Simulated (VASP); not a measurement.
# Li6ZnCl8 in VASP: a series of runs, part 2 of 2

VASP 6.6.1. Earlier steps stand in the parts before.

## Step 3: Single point, PBE

The input, INCAR:

```
ALGO = Normal ; EDIFF = 1E-6
ENCUT = 520 ; GGA = PE
ISIF = 2 ; ISMEAR = -1
ISYM = 0 ; LASPH = T
LCHARG = F ; LREAL = Auto
LWAVE = F ; NBANDS = 56
NELM = 60 ; PREC = Accurate
SIGMA = 0.0552
```

The input, KPOINTS:

```
k-points
0
Gamma
  1 1 1
```

The input, POSCAR:

```
Li6ZnCl8
1.0
    6.7842910000     -0.0457590000      0.3057740000
   -0.0457590000      6.9340140000      0.0689130000
    0.3057740000      0.0689130000      6.9022230000
Zn Cl Li
1 8 6
Direct
    0.0208130506      0.5451358446      0.9566381677
    0.0957832614      0.0726093295      0.4542080490
    0.8112694932      0.3961183816      0.8094333052
   -0.0060290246      0.8795934880      0.9362175190
    0.2771541510      0.5745610406      0.5398690743
    0.5223201107      0.9945284797      0.7004258120
    0.6019994450      0.1189422916      0.2564157303
    0.7768303904      0.6045380749      0.2776908152
    0.2835338359      0.4289980648      1.0198168302
   -0.1037012341      0.9122743853      0.2457210636
    0.2214085062      0.1257912423      0.7709169037
    1.0282000355      0.4040171674      0.3864395757
    0.7347740248      0.1210932475      0.9407840501
    0.4783400848      0.4598163645      0.2634082836
    0.4764852734      0.8482451137      0.4035957802
```

Potentials or basis: VASP PAW PBE potentials, release 64 (Zn, Cl, Li_sv).

Run with:

```sh
$ cat potpaw_PBE.64/Zn/POTCAR potpaw_PBE.64/Cl/POTCAR potpaw_PBE.64/Li_sv/POTCAR > POTCAR
$ mpirun -np 1 vasp_gam > vasp.out
```

OUTCAR:

```text
EDIFF = 1E-6
   ENCUT = 520
   GGA = PE
   ISIF = 2
   ISMEAR = -1
   ISYM = 0
   LASPH = T
   LREAL = Auto
   NELM = 60
   PREC = Accurate

 ion  position               nearest neighbor table
   1  0.021  0.545  0.957-   9 2.05   3 2.09   4 2.33   8 2.69
   2  0.096  0.073  0.454-  10 2.35  12 2.39  11 2.45
   3  0.811  0.396  0.809-   1 2.09  13 2.13
   4  0.994  0.880  0.936-  10 2.20   1 2.33  13 2.44  11 2.48
   5  0.277  0.575  0.540-  12 2.39  14 2.40  15 2.44
   6  0.522  0.995  0.700-  11 2.26  15 2.35  13 2.46
   7  0.602  0.119  0.256-  15 2.24  13 2.28  10 2.47  14 2.52
   8  0.777  0.605  0.278-  14 2.26  10 2.27  12 2.38   1 2.69
   9  0.284  0.429  0.020-   1 2.05  14 2.24
  10  0.896  0.912  0.246-   4 2.20   8 2.27   2 2.35   7 2.47
  11  0.221  0.126  0.771-   6 2.26   2 2.45   4 2.48
  12  0.028  0.404  0.386-   8 2.38   5 2.39   2 2.39
[... 215 lines left out ...]
 [bands above 55 left out]

------------------------ aborting loop because EDIFF is reached ----------------------------------------

  FORCE on cell =-STRESS in cart. coord.  units (eV):
  Direction    XX          YY          ZZ          XY          YZ          ZX
  --------------------------------------------------------------------------------------
  -------------------------------------------------------------------------------------
  Total        7.3473708      4.5958176      6.9852242      1.4446148     -2.1361609      2.5272426
  in kB       36.3326874     22.7262798     34.5418757      7.1436082    -10.5632978     12.4971937
  external PRESSURE =      31.2002810 kB  Pullay stress =       0.0000000 kB

 VOLUME and BASIS-vectors are now :
 -----------------------------------------------------------------------------
  energy-cutoff  :      520.00
  volume of cell :      324.00
      direct lattice vectors                 reciprocal lattice vectors
     6.784291000 -0.045759000  0.305774000     0.147701732  0.001039848 -0.006553687
    -0.045759000  6.934014000  0.068913000     0.001039848  0.144238243 -0.001486166
     0.305774000  0.068913000  6.902223000    -0.006553687 -0.001486166  0.145186031

 POSITION                                       TOTAL-FORCE (eV/Angst)
 -----------------------------------------------------------------------------------
      0.40877      3.84495      6.64686        -1.136698      1.867766     -0.142828
      0.78538      0.53039      3.16934        -0.247110      0.325890     -0.222778
      5.73327      2.76535      5.86225        -0.829434     -0.118072     -1.293123
      6.98941      6.11815      6.82653         0.343996      0.198461     -0.364307
      2.01908      4.00854      3.85064         0.149497      0.063950     -0.621789
      3.71223      6.92044      5.06274         0.080938     -0.171646      0.790617
      4.15710      0.81487      1.96211         0.389203      0.404359     -0.885732
      5.32749      4.17547      2.19588         0.292277     -0.060601      0.195494
      1.91001      2.96307      0.25304         1.635487     -1.194022      0.616952
      6.11414      6.30164      2.03295         0.064706      0.498616      0.766924
      1.73207      0.91523      5.39741         0.192000     -0.198008     -0.358810
      0.29099      2.82680      2.70376         0.151540     -0.259201      0.494047
      5.26705      0.87087      6.72652        -0.659897     -0.859818     -0.226052
      3.30470      3.18464      1.99605        -0.014245     -0.567668      0.530109
      3.31721      5.88775      2.98986        -0.412260      0.069993      0.721275
 -----------------------------------------------------------------------------------
    total drift:                               -0.000454     -0.000802      0.005928

  FREE ENERGIE OF THE ION-ELECTRON SYSTEM (eV)
  ---------------------------------------------------
  free  energy   TOTEN  =       -49.8006309239 eV

  energy  without entropy=      -49.8006309238  energy(sigma->0) =      -49.80063092
```

OSZICAR:

```text
N       E                     dE             d eps       ncg     rms          rms(c)
DAV:   1     0.102347682541E+04    0.10235E+04   -0.41512E+04   112   0.161E+03
DAV:   2     0.974219516702E+02   -0.92605E+03   -0.88674E+03   144   0.411E+02
DAV:   3    -0.317439710753E+02   -0.12917E+03   -0.12831E+03   112   0.155E+02
DAV:   4    -0.501260998318E+02   -0.18382E+02   -0.18293E+02   176   0.444E+01
DAV:   5    -0.522094743406E+02   -0.20834E+01   -0.20781E+01   200   0.159E+01    0.108E+01
DAV:   6    -0.499567644979E+02    0.22527E+01   -0.47298E+00   176   0.567E+01    0.813E+00
DAV:   7    -0.498151164404E+02    0.14165E+00   -0.59232E+00   136   0.925E+00    0.539E+00
DAV:   8    -0.498004299409E+02    0.14686E-01   -0.45669E-01   136   0.260E+00    0.279E+00
DAV:   9    -0.497943005922E+02    0.61293E-02   -0.67940E-02   160   0.188E+00    0.644E-01
DAV:  10    -0.497982615927E+02   -0.39610E-02   -0.27047E-02   152   0.709E-01    0.357E-01
DAV:  11    -0.498000050843E+02   -0.17435E-02   -0.69231E-03   168   0.323E-01    0.163E-01
DAV:  12    -0.498005412736E+02   -0.53619E-03   -0.14748E-03   128   0.193E-01    0.804E-02
DAV:  13    -0.498006189667E+02   -0.77693E-04   -0.38975E-04   176   0.953E-02    0.692E-02
DAV:  14    -0.498006271601E+02   -0.81934E-05   -0.67009E-05   160   0.643E-02    0.308E-02
DAV:  15    -0.498006274719E+02   -0.31184E-06   -0.39979E-05   152   0.252E-02    0.102E-02
DAV:  16    -0.498006303096E+02   -0.28377E-05   -0.45809E-06   128   0.128E-02    0.470E-03
DAV:  17    -0.498006309239E+02   -0.61430E-06   -0.11183E-06    96   0.541E-03
   1 F= -.49800631E+02 E0= -.49800631E+02  d E =-.918738E-10
```

Run time: 33 s. Hardware: 1 thread of AMD EPYC 7R43 (Zen 3), shared host; peak memory 0.32 GiB.

Results:

```
Free energy   : -49.8006 eV
Largest force : 2.191 eV/Å
```

Forces in eV/Å, atoms in the order of the input:
```
Zn  -1.137  1.868 -0.143
Cl  -0.247  0.326 -0.223
Cl  -0.829 -0.118 -1.293
Cl   0.344  0.198 -0.364
Cl   0.149  0.064 -0.622
Cl   0.081 -0.172  0.791
Cl   0.389  0.404 -0.886
Cl   0.292 -0.061  0.195
Cl   1.635 -1.194  0.617
Li   0.065  0.499  0.767
Li   0.192 -0.198 -0.359
Li   0.152 -0.259  0.494
Li  -0.660 -0.860 -0.226
Li  -0.014 -0.568  0.530
Li  -0.412  0.070  0.721
```

Levels at points of the mesh, in eV from the Fermi level:
| k point | band 40 | band 41 | band 42 | band 43 | band 44 | band 45 | band 46 | band 47 |
| --- | --- | --- | --- | --- | --- | --- | --- | --- |
| (0.00, 0.00, 0.00) | -2.07 | -1.93 | -1.64 | -1.33 | 2.55 | 4.40 | 4.69 | 5.11 |

Caveat: the k points lie up to 0.93 Å⁻¹ apart; the cutoff is under 1.25 times the usual one of these potentials, so pressure, stress and relaxed cells hold a basis-set (Pulay) error; the atoms stand as in a frame of molecular dynamics.

## Step 4: Single point, PBE

The input, INCAR:

```
SYSTEM = Li6ZnCl8
PREC = Accurate
ENCUT = 520
EDIFF = 1E-6
ISMEAR = -1
SIGMA = 0.05
LREAL = Auto
LASPH = .TRUE.
NELM = 60
ALGO = Normal
ISIF = 2
LWAVE = .FALSE.
LCHARG = .FALSE.
GGA = PE
ISYM = 0
NBANDS = 56
```

The input, KPOINTS:

```
regular mesh
0
G
  1 1 1
  0 0 0
```

The input, POSCAR:

```
Li6ZnCl8
1.0
    6.7842910000     -0.0457590000      0.3057740000
   -0.0457590000      6.9340140000      0.0689130000
    0.3057740000      0.0689130000      6.9022230000
Zn Cl Li
1 8 6
Direct
    0.0022862763      0.5684003970      0.9820542946
    0.0884627073      0.1268075426      0.4477484596
    0.8091186119      0.4453291777      0.7560214435
    1.0013204981      0.8974142530      0.9325879094
    0.2934733556      0.6067172411      0.5065837156
    0.5418280281      0.9825984752      0.6955715960
    0.6030965868      0.1161646213      0.2340775561
    0.7889917153      0.5907622855      0.2680845933
    0.2797848261      0.4007097725     -0.0154905221
    0.7926562008      0.9275177429      0.4161209095
    0.2544624648      0.1181257418      0.8131034878
    0.0295160878      0.4421540823      0.4609149231
    0.7177391568      0.1540285139      0.8968286681
    0.4261251954      0.4036054354      0.2913140206
    0.3497038882      0.9203416928      0.4294968644
```

Run with:

```sh
$ cat potpaw_PBE.64/Zn/POTCAR potpaw_PBE.64/Cl/POTCAR potpaw_PBE.64/Li_sv/POTCAR > POTCAR
$ mpirun -np 1 vasp_gam > vasp.out
```

Run time: 37 s. Hardware: 1 thread of AMD EPYC 7R43 (Zen 3), shared host; peak memory 0.31 GiB.

It converged, with:

```
Free energy   : -51.0505 eV
Largest force : 0.807 eV/Å
```

Forces in eV/Å, atoms in the order of the input:
```
Zn  -0.543  0.445 -0.113
Cl  -0.001 -0.294  0.136
Cl   0.074 -0.140  0.118
Cl   0.252  0.219 -0.056
Cl   0.263  0.232  0.051
Cl  -0.028 -0.315  0.043
Cl  -0.258  0.160 -0.548
Cl   0.251  0.187  0.022
Cl   0.173 -0.008  0.324
Li   0.175  0.023  0.062
Li  -0.248 -0.191 -0.120
Li  -0.794  0.044  0.136
Li   0.125 -0.323  0.284
Li   0.428 -0.244 -0.221
Li   0.130  0.204 -0.117
```

Levels at points of the mesh, in eV from the Fermi level:
| k point | band 40 | band 41 | band 42 | band 43 | band 44 | band 45 | band 46 | band 47 |
| --- | --- | --- | --- | --- | --- | --- | --- | --- |
| (0.00, 0.00, 0.00) | -1.70 | -1.59 | -1.43 | -1.29 | 3.35 | 5.26 | 5.88 | 5.97 |

Caveat: the k points lie up to 0.93 Å⁻¹ apart; the cutoff is under 1.25 times the usual one of these potentials, so pressure, stress and relaxed cells hold a basis-set (Pulay) error; the atoms stand as in a frame of molecular dynamics.

## Step 5: Overview

| cell | smearing | largest force (eV/Å) |
| --- | --- | --- |
| as given, atomic positions A | fermi-dirac 0.0552 eV | 1.27 |
| as given, atomic positions B | fermi-dirac 0.0552 eV | 2.19 |
| as given, atomic positions C | fermi-dirac 0.05 eV | 0.81 |

Alike in all rows: task single point; level PBE; potentials or basis VASP PAW PBE potentials, release 64 (Zn, Cl, Li_sv); no spin polarisation; k mesh 1 × 1 × 1; cutoff (eV) 520.

Caveats: all runs use coarse meshes; the cutoff is under 1.25 times the usual one of these potentials, so pressure, stress and relaxed cells hold a basis-set (Pulay) error; the atoms stand as in a frame of molecular dynamics.

Total energies depend on the potentials used, so only differences within one code and one set of settings carry meaning.
